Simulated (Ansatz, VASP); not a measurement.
# Fe: VASP beside Ansatz

The input INCAR:

```
  PREC = Accurate
  ENCUT = 520
  EDIFF = 1E-8
  ISMEAR = -1
  SIGMA = 0.08
  LREAL = False
  LASPH = True
  NELM = 80
  ALGO = Normal
  ISIF = 2
  LWAVE = False
  LCHARG = False
  GGA = PE
  LEFG = True
  NBANDS = 15
```

File KPOINTS:

```
Automatic mesh
0
Gamma
  17 17 10
```

POSCAR

```
Fe
1.0
    2.4341575853      0.0000000000      0.0000000000
   -1.2170787927      2.1080423057      0.0000000000
    0.0000000000      0.0000000000      3.8419344700
Fe
2
Direct
    0.3333333333      0.6666666667      0.2500000000
    0.6666666667      0.3333333333      0.7500000000
```

Input for Ansatz:

```yaml
crystal:
  lattice:
    - [2.4341575853, 0.0, 0.0]
    - [-1.2170787927, 2.1080423057, 0.0]
    - [0.0, 0.0, 3.84193447]
  atoms:
    - { symbol: Fe, position: [0.3333333333, 0.6666666667, 0.25] }
    - { symbol: Fe, position: [0.6666666667, 0.3333333333, 0.75] }
kpoints:
  mp_grid: { grid: [17, 17, 10] }
  band_path:
    path:
      - [0.0, 0.0, 0.0]
      - [0.5, 0.0, 0.0]
      - [0.3333333333, 0.3333333333, 0.0]
      - [0.0, 0.0, 0.0]
      - [0.0, 0.0, 0.5]
      - [0.5, 0.0, 0.5]
      - [0.3333333333, 0.3333333333, 0.5]
      - [0.0, 0.0, 0.5]
      - [0.5, 0.0, 0.5]
    npoints: 8
scf:
  occupations: { method: fermi_dirac, width: 0.08 }
hamiltonian:
  xc: pbe
  pseudopotentials: { kind: all_electron, datasets: crystal }
output:
  forces: true
  stress: true
  eigenvalues: true
  efg: { contact_densities: true }
```

Alike in both runs: task electric field gradients; functional PBE; k mesh 17 × 17 × 10; occupations fermi-dirac, width 0.08 eV; no spin polarisation.

```csv
,VASP,Ansatz
version,VASP 6.6.1,Ansatz 0.2.0
potentials or method,"VASP PAW PBE potentials, release 64 (Fe), cutoff 520 eV","all-electron PAW with datasets made for the crystal, scalar-relativistic"
```

Ansatz gave:

- pressure (GPa): 10.8
- traceless stress, the component that is largest in VASP (GPa): 0.88
- size of Vzz on the site where it differs most (V/Å²): 4.3

Problem. Which values does VASP return?

Solution. Pressure (GPa): 10.1; traceless stress, the component that is largest in VASP (GPa): 0.76; size of Vzz on the site where it differs most (V/Å²): 7.8.

Ansatz ran all-electron here, and VASP with PAW potentials. Ansatz's warnings: printed levels off.
